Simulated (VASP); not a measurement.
# Bi2H in VASP: notebook

The runs below take Bi2H through single point, relaxation of the atoms, with PBE+D3(BJ).

Program: VASP 6.6.1. These are calculated values, not measurements. Logs are shortened: lines on timing, memory, paths and dates and some standing lists are left out, and cuts for length are marked.

## Step 1: The cell of the first run

The cell holds a slab with vacuum, 3 atoms: a = 4.279 Å, b = 4.279 Å, c = 17.247 Å, α = 90.00°, β = 90.00°, γ = 120.00°.

## Step 2: Single point, PBE+D3(BJ), collinear spin

File INCAR:

```
PREC = Accurate
ENCUT = 520
EDIFF = 1E-7
ISMEAR = 0
SIGMA = 0.05
LREAL = False
LASPH = True
NELM = 150
ALGO = Normal
ISIF = 2
LWAVE = False
LCHARG = False
ISPIN = 2
MAGMOM = 0 0 1
LORBIT = 11
LDIPOL = True
IDIPOL = 3
DIPOL = 0.5 0.5 0.336
GGA = PE
IVDW = 12
NBANDS = 26
```

File KPOINTS:

```
regular mesh
0
Gamma
  6 6 1
```

File POSCAR:

```
Bi2H
1.0
    4.2790193530      0.0000000000      0.0000000000
   -2.1395096765      3.7057394630      0.0000000000
    0.0000000000      0.0000000000     17.2471505494
Bi H
2 1
Direct
    0.3333333333      0.6666666667      0.3332231914
    0.6666666667      0.3333333333      0.2319223682
    0.3333333333      0.6666666667      0.4425816032
```

Potentials or basis: VASP PAW PBE potentials, release 64 (Bi_d, H).

Command:

```
cat potpaw_PBE.64/Bi_d/POTCAR potpaw_PBE.64/H/POTCAR > POTCAR
mpirun -np 1 vasp_std > vasp.out
```

OUTCAR:

```text
PREC = Accurate
   ENCUT = 520
   EDIFF = 1E-7
   ISMEAR = 0
   LREAL = False
   LASPH = True
   NELM = 150
   ISIF = 2
   ISPIN = 2
   LORBIT = 11
   GGA = PE
   IVDW = 12
 IVDW          = 12

 ion  position               nearest neighbor table
   1  0.333  0.667  0.333-   3 1.89   2 3.03   2 3.03   2 3.03
   2  0.667  0.333  0.232-   1 3.03   1 3.03   1 3.03
   3  0.333  0.667  0.443-   1 1.89

  LATTYP: Found a hexagonal cell.
 ALAT       =     4.2790193530
 C/A-ratio  =     4.0306315832

  Lattice vectors:

 A1 = (   4.2790193530,   0.0000000000,   0.0000000000)
 A2 = (  -2.1395096765,   3.7057394630,   0.0000000000)
 A3 = (   0.0000000000,   0.0000000000,  17.2471505494)

Analysis of symmetry for initial positions (statically):
=====================================================================
 Subroutine PRICEL returns:
 Original cell was already a primitive cell.

 Routine SETGRP: Setting up the symmetry group for a
 hexagonal supercell.

 Subroutine GETGRP returns: Found  6 space group operations
 (whereof  6 operations were pure point group operations)
 out of a pool of 24 trial point group operations.

The static configuration has the point symmetry C_3v.

Analysis of symmetry for dynamics (positions and initial velocities):
=====================================================================
 Subroutine PRICEL returns:
 Original cell was already a primitive cell.

 Routine SETGRP: Setting up the symmetry group for a
 hexagonal supercell.

 Subroutine GETGRP returns: Found  6 space group operations
 (whereof  6 operations were pure point group operations)
 out of a pool of 24 trial point group operations.

The dynamic configuration has the point symmetry C_3v.

Analysis of structural, dynamic, and magnetic symmetry:
=====================================================================
 Subroutine PRICEL returns:
 Original cell was already a primitive cell.

 Routine SETGRP: Setting up the symmetry group for a
 hexagonal supercell.

 Subroutine GETGRP returns: Found  6 space group operations
 (whereof  6 operations were pure point group operations)
 out of a pool of 24 trial point group operations.

The overall configuration has the point symmetry C_3v.

 Subroutine INISYM returns: Found  6 space group operations
 (whereof  6 operations are pure point group operations),
 and found     1 'primitive' translations

----------------------------------------------------------------------------------------

                                     Primitive cell

  volume of cell :     273.4869

  direct lattice vectors                    reciprocal lattice vectors
     4.279019353  0.000000000  0.000000000     0.233698406  0.134925837  0.000000000
    -2.139509676  3.705739463  0.000000000     0.000000000  0.269851675  0.000000000
     0.000000000  0.000000000 17.247150549     0.000000000  0.000000000  0.057980592

  length of vectors
     4.279019353  4.279019353 17.247150549     0.269851675  0.269851675  0.057980592

  position of ions in fractional coordinates (direct lattice)
     0.333333333  0.666666667  0.333223191
     0.666666667  0.333333333  0.231922368
     0.333333333  0.666666667  0.442581603

  ion indices of the primitive-cell ions
   primitive index   ion index
                 1           1
                 2           2
                 3           3

----------------------------------------------------------------------------------------

 KPOINTS: regular mesh

Automatic generation of k-mesh.
 Grid dimensions read from file:
 generate k-points for:    6    6    1

 Generating k-lattice:

  Cartesian coordinates                     Fractional coordinates (reciprocal lattice)
     0.038949734  0.022487640  0.000000000     0.166666667  0.000000000  0.000000000
     0.000000000  0.044975279  0.000000000     0.000000000  0.166666667  0.000000000
     0.000000000  0.000000000  0.057980592     0.000000000  0.000000000  1.000000000

  Length of vectors
     0.044975279  0.044975279  0.057980592

  Shift w.r.t. Gamma in fractional coordinates (k-lattice)
     0.000000000  0.000000000  0.000000000

 Subroutine IBZKPT returns following result:
 ===========================================

 Found      7 irreducible k-points:

 Following reciprocal coordinates:
            Coordinates               Weight
  0.000000  0.000000  0.000000      1.000000
  0.166667  0.000000  0.000000      6.000000
  0.333333 -0.000000  0.000000      6.000000
  0.500000 -0.000000  0.000000      3.000000
  0.166667  0.166667  0.000000      6.000000
  0.333333  0.166667  0.000000     12.000000
  0.333333  0.333333  0.000000      2.000000
   k-points           NKPTS =      7   k-points in BZ     NKDIM =      7   number of bands    NBANDS=     26
   number of dos      NEDOS =    301   number of ions     NIONS =      3
   total plane-waves  NPLWV = 131072
   dimension x,y,z NGX =    32 NGY =   32 NGZ =  128
   dimension x,y,z NGXF=    64 NGYF=   64 NGZF=  256
   ions per type =               2   1
   NGX,Y,Z   is equivalent  to a cutoff of  12.43, 12.43, 12.34 a.u.
   NGXF,Y,Z  is equivalent  to a cutoff of  24.86, 24.86, 24.68 a.u.
 SYSTEM =  unknown system
   PREC   = accura    normal or accurate (medium, high low for compatibility)
   ISTART =      0    job   : 0-new  1-cont  2-samecut
   ICHARG =      2    charge: 1-file 2-atom 10-const
   ISPIN  =      2    spin polarized calculation?
   LNONCOLLINEAR =      F non collinear calculations
   LSORBIT =      F    spin-orbit coupling
   LASPH  =      T    aspherical Exc in radial PAW
   ENCUT  =  520.0 eV  38.22 Ry    6.18 a.u.   7.96  7.96 32.07*2*pi/ulx,y,z
   NELM   =    150;   NELMIN=  2; NELMDL= -5     # of ELM steps
   EDIFF  = 0.1E-06   stopping-criterion for ELM
   LREAL  =      F    real-space projection
   EDIFFG = 0.1E-05   stopping-criterion for IOM
   NSW    =      0    number of steps for IOM
   IBRION =     -1    ionic relax: 0-MD 1-quasi-New 2-CG
   NFREE  =      0    steps in history (QN), initial steepest desc. (CG)
   ISIF   =      2    stress and relaxation
   ISYM   =      2    0-nonsym 1-usesym 2-fastsym
   POTIM  = 0.5000    time-step for ionic-motion
   TEBEG  =    0.0;   TEEND  =   0.0 temperature during run
   PSTRESS=    0.0 pullay stress
   NELECT =      31.0000    total number of electrons
   NUPDOWN=      -1.0000    fix difference up-down
   EMIN   =  10.00;   EMAX   =-10.00  energy-range for DOS
   EFERMI =   0.00;   METHOD = LEGACY
   ISMEAR =     0;   SIGMA  =   0.05  broadening in eV -4-tet -1-fermi 0-gaus
   EFERMI_NEDOS =   21; number of points for ismear=-14 and -15
   IALGO  =     38    algorithm
   IMIX   =      4    mixing-type and parameters
     AMIX     =   0.40;   BMIX     =  1.00
     AMIX_MAG =   1.60;   BMIX_MAG =  1.00
  volume/ion in A,a.u.               =      91.16       615.19
  Fermi-wavevector in a.u.,A,eV,Ry     =   0.792288  1.497208  8.540659  0.627721
  Thomas-Fermi vector in A             =   1.897997
   LORBIT       =     11    0 simple, 1 ext, 2 COOP (PROOUT), +10 PAW based schemes
   GGA     = PE    functional components
   LHFCALC =     F    Hartree Fock is set to
   AEXX    =    0.0000 exact exchange contribution
   IVDW    =    12    specifies the selected vdW correction
   LEPSILON=     F    determine dielectric tensor
   LRPA    =     F    only Hartree local field effects (RPA)
 spin polarized calculation
 Gauss-broadening in eV      SIGMA  =   0.05
  energy-cutoff  :      520.00
  volume of cell :      273.49
 maximum number of plane-waves:      7388
 NGX is ok and might be reduce to    32
   NGX = 15   NGY = 15   NGZ = 65

 dipolmoment           0.000000      0.000000     -0.002127 electrons x Angstroem

 number of electron      31.0000002 magnetization       0.3332871

 dipolmoment           0.000000      0.000000      0.073920 electrons x Angstroem

 Free energy of the ion-electron system (eV)
  ---------------------------------------------------
  ext. energy  EPLUGINS =         0.00000000
  ---------------------------------------------------
  free energy    TOTEN  =        -9.42221040 eV

  energy without entropy =       -9.41926382  energy(sigma->0) =       -9.42073711

 E-fermi :  -1.3170     XC(G=0):  -3.4240

 val. band max:       -1.4412266937   @ k =   0.3333   0.3333   0.0000
 cond. band min:      -1.2827755276   @ k =   0.3333   0.1667   0.0000
 fundamental gap:      0.1584511661
 Fermi energy:        -1.3169738608

 spin component 1

 k-point     1 :       0.0000    0.0000    0.0000
  band No.  band energies     occupation
      1     -24.5041      1.00000
      2     -24.5041      1.00000
      3     -24.3847      1.00000
      4     -24.3638      1.00000
      5     -24.3638      1.00000
      6     -24.2058      1.00000
[... 18 lines left out ...]
     25       5.9818      0.00000
     26       6.2815      0.00000

 k-point     2 :       0.1667    0.0000    0.0000
  band No.  band energies     occupation
      1     -24.5003      1.00000
      2     -24.4815      1.00000
      3     -24.3791      1.00000
      4     -24.3588      1.00000
      5     -24.3492      1.00000
      6     -24.2114      1.00000
[... 18 lines left out ...]
     25       5.5589      0.00000
     26       6.3226      0.00000

 k-point     3 :       0.3333   -0.0000    0.0000
  band No.  band energies     occupation
      1     -24.4928      1.00000
      2     -24.4209      1.00000
      3     -24.3820      1.00000
      4     -24.3250      1.00000
      5     -24.3113      1.00000
      6     -24.2359      1.00000
[... 79 lines left out ...]
 k-point     6 :       0.3333    0.1667    0.0000
  band No.  band energies     occupation
      1     -24.4891      1.00000
      2     -24.3745      1.00000
      3     -24.3644      1.00000
      4     -24.3249      1.00000
      5     -24.2765      1.00000
      6     -24.2656      1.00000
[... 18 lines left out ...]
     25       6.0469      0.00000
     26       6.2416      0.00000

 k-point     7 :       0.3333    0.3333    0.0000
  band No.  band energies     occupation
      1     -24.4872      1.00000
      2     -24.3316      1.00000
      3     -24.3309      1.00000
      4     -24.3240      1.00000
      5     -24.3076      1.00000
      6     -24.2947      1.00000
[... 18 lines left out ...]
     25       5.9377      0.00000
     26       6.2079      0.00000
 Fermi energy:        -1.3169738608

 spin component 2

 k-point     1 :       0.0000    0.0000    0.0000
  band No.  band energies     occupation
      1     -24.4909      1.00000
      2     -24.4909      1.00000
      3     -24.3719      1.00000
      4     -24.3451      1.00000
      5     -24.3451      1.00000
      6     -24.1937      1.00000
[... 18 lines left out ...]
     25       6.0617      0.00000
     26       6.3864      0.00000

 k-point     2 :       0.1667    0.0000    0.0000
  band No.  band energies     occupation
      1     -24.4872      1.00000
      2     -24.4684      1.00000
      3     -24.3654      1.00000
      4     -24.3413      1.00000
      5     -24.3307      1.00000
      6     -24.1989      1.00000
[... 18 lines left out ...]
     25       5.6696      0.00000
     26       6.4165      0.00000

 k-point     3 :       0.3333   -0.0000    0.0000
  band No.  band energies     occupation
      1     -24.4797      1.00000
      2     -24.4077      1.00000
      3     -24.3662      1.00000
      4     -24.3101      1.00000
      5     -24.2934      1.00000
      6     -24.2225      1.00000
[... 79 lines left out ...]
 k-point     6 :       0.3333    0.1667    0.0000
  band No.  band energies     occupation
      1     -24.4760      1.00000
      2     -24.3601      1.00000
      3     -24.3502      1.00000
      4     -24.3089      1.00000
      5     -24.2619      1.00000
      6     -24.2489      1.00000
[... 18 lines left out ...]
     25       6.1348      0.00000
     26       6.3120      0.00000

 k-point     7 :       0.3333    0.3333    0.0000
  band No.  band energies     occupation
      1     -24.4742      1.00000
      2     -24.3193      1.00000
      3     -24.3151      1.00000
      4     -24.3063      1.00000
      5     -24.2904      1.00000
      6     -24.2847      1.00000
[... 18 lines left out ...]
     25       5.9814      0.00000
     26       6.2961      0.00000

------------------------ aborting loop because EDIFF is reached ----------------------------------------

 vacuum level on the upper side and lower side of the slab       (xc-potential included)         0.409        -0.451

 Edisp (eV)   -0.49668

 E8    (eV) :    -0.2521

  FORCE on cell =-STRESS in cart. coord.  units (eV):
  Direction    XX          YY          ZZ          XY          YZ          ZX
  --------------------------------------------------------------------------------------
  -------------------------------------------------------------------------------------
  Total       1.21238     1.21238     0.12239     0.00000     0.00000     0.00000
  in kB       7.10255     7.10255     0.71703     0.00000     0.00000     0.00000
  external pressure =        4.97 kB  Pullay stress =        0.00 kB

 VOLUME and BASIS-vectors are now :
 -----------------------------------------------------------------------------
  energy-cutoff  :      520.00
  volume of cell :      273.49
      direct lattice vectors                 reciprocal lattice vectors
     4.279019353  0.000000000  0.000000000     0.233698406  0.134925837  0.000000000
    -2.139509676  3.705739463  0.000000000     0.000000000  0.269851675  0.000000000
     0.000000000  0.000000000 17.247150549     0.000000000  0.000000000  0.057980592

 POSITION                                       TOTAL-FORCE (eV/Angst)
 -----------------------------------------------------------------------------------
     -0.00000      2.47049      5.74715         0.000000     -0.000000      0.088728
      2.13951      1.23525      4.00000        -0.000000      0.000000     -0.093514
     -0.00000      2.47049      7.63327        -0.000000     -0.000000      0.004786
 -----------------------------------------------------------------------------------
    total drift:                               -0.000000      0.000000     -0.001647

  FREE ENERGIE OF THE ION-ELECTRON SYSTEM (eV)
  ---------------------------------------------------
  free  energy   TOTEN  =        -9.9188950040 eV

  energy  without entropy=       -9.9159484275  energy(sigma->0) =       -9.91742172

 vacuum level on the upper side and lower side of the slab         3.227         2.286

 total charge

# of ion       s       p       d       tot
------------------------------------------
    1        1.520   1.421   9.925  12.866
    2        1.532   1.350   9.910  12.792
    3        0.481   0.007   0.000   0.488
--------------------------------------------------
tot          3.532   2.778  19.835  26.146

 magnetization (x)

# of ion       s       p       d       tot
------------------------------------------
    1        0.027  -0.015   0.006   0.019
    2       -0.000   0.082   0.001   0.082
    3        0.051  -0.000   0.000   0.051
--------------------------------------------------
tot          0.078   0.067   0.007   0.152
```

Run time: 1.7 min. Hardware: 1 thread of Intel Xeon 6975P-C (Granite Rapids), shared host; peak memory 0.46 GiB.

What came out:

```yaml
Free_energy: -9.9189 eV
Largest_force: 0.094 eV/Å
Net_moment: 0.33 μB per cell
Site_moments: Bi +0.02, +0.08; H +0.05 μB
Valence_electrons_inside_the_program's_atomic_spheres: Bi 12.87, 12.79; H 0.49
Dispersion_energy_per_atom: -0.166 eV
```

Forces on the atoms (eV/Å):
```
Bi   0.000  0.000  0.089
Bi   0.000  0.000 -0.094
H    0.000  0.000  0.005
```

Levels at points of the mesh, in eV from the Fermi level:
Spin up:
| k point | band 12 | band 13 | band 14 | band 15 | band 16 | band 17 | band 18 | band 19 | band 20 | band 21 |
| --- | --- | --- | --- | --- | --- | --- | --- | --- | --- | --- |
| (0.00, 0.00, 0.00) | -9.43 | -3.64 | -0.44 | -0.44 | -0.28 | 2.08 | 2.08 | 2.42 | 3.35 | 4.31 |
| (0.50, 0.00, 0.00) | -10.30 | -4.58 | -3.08 | -1.92 | -0.71 | 1.18 | 2.62 | 3.28 | 4.51 | 5.49 |
Spin down:
```csv
k point,band 13,band 14,band 15,band 16,band 17,band 18
"(0.00, 0.00, 0.00)",-3.43,-0.37,-0.37,-0.18,2.16,2.16
"(0.50, 0.00, 0.00)",-4.41,-3.00,-1.85,-0.47,1.24,2.73
```

Caveat: spin-orbit coupling is left out, which moves the levels of the heavy elements.

(Continued in part 2 of 2.)
